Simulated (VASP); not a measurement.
Input of a VASP 6.6.1 run:

The input INCAR:

```
SYSTEM = Ta
PREC = Accurate
ENCUT = 520
EDIFF = 1E-6
ISMEAR = -1
SIGMA = 0.1
LREAL = .FALSE.
LASPH = .TRUE.
NELM = 80
ALGO = Normal
ISIF = 2
LWAVE = .FALSE.
LCHARG = .TRUE.
GGA = PE
LELF = .TRUE.
LVHAR = .TRUE.
NBANDS = 12
```

KPOINTS

```
regular mesh
0
G
  13 13 13
  0 0 0
```

Contents of POSCAR:

```
Ta
1.0
    2.6670509437      0.0000000000      0.0000000000
    0.0000000000      2.6670509437      0.0000000000
    0.0000000000      0.0000000000      2.6670509437
Ta
1
Direct
    0.0000000000      0.0000000000      0.0000000000
```

Potentials or basis: VASP PAW PBE potentials, release 64 (Ta_pv).

The run is started by

```sh
$ cat potpaw_PBE.64/Ta_pv/POTCAR > POTCAR
$ mpirun -np 1 vasp_std > vasp.out
```

(1) What does it give for the pressure?

Results:

(1) 14.2 GPa.
